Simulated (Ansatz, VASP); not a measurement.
Two plane-wave programs on In

```
In
1.0
    -1.59692    1.59692    2.68138
     1.59692   -1.59692    2.68138
     1.59692    1.59692   -2.68138
In
1
Cartesian
  0.0000 0.0000 0.0000
```

Alike in both runs: functional PBE; k mesh 8 × 8 × 8; occupations gaussian, width 0.05 eV; no spin polarisation.

Ansatz relaxed the structure, and its values are those at the end. VASP's run is a single point on that final structure, the one shown.

```csv
,VASP,Ansatz
version,VASP 6.6.1,Ansatz 0.2.0
potentials or method,"VASP PAW PBE potentials, release 64 (In_d), cutoff 520 eV","scalar-relativistic, plane waves, PAW"
valence electrons in the cell,13,13
```

```csv
,VASP,Ansatz,Ansatz less VASP
gap on the k mesh at the Fermi level (eV),none,none,-
pressure (GPa),0.0,0.1,+0.03
```

A gap of «none» marks a metal or a gap that the smearing closes. With one functional, cell and mesh, what is left measures potentials, basis and numerics.
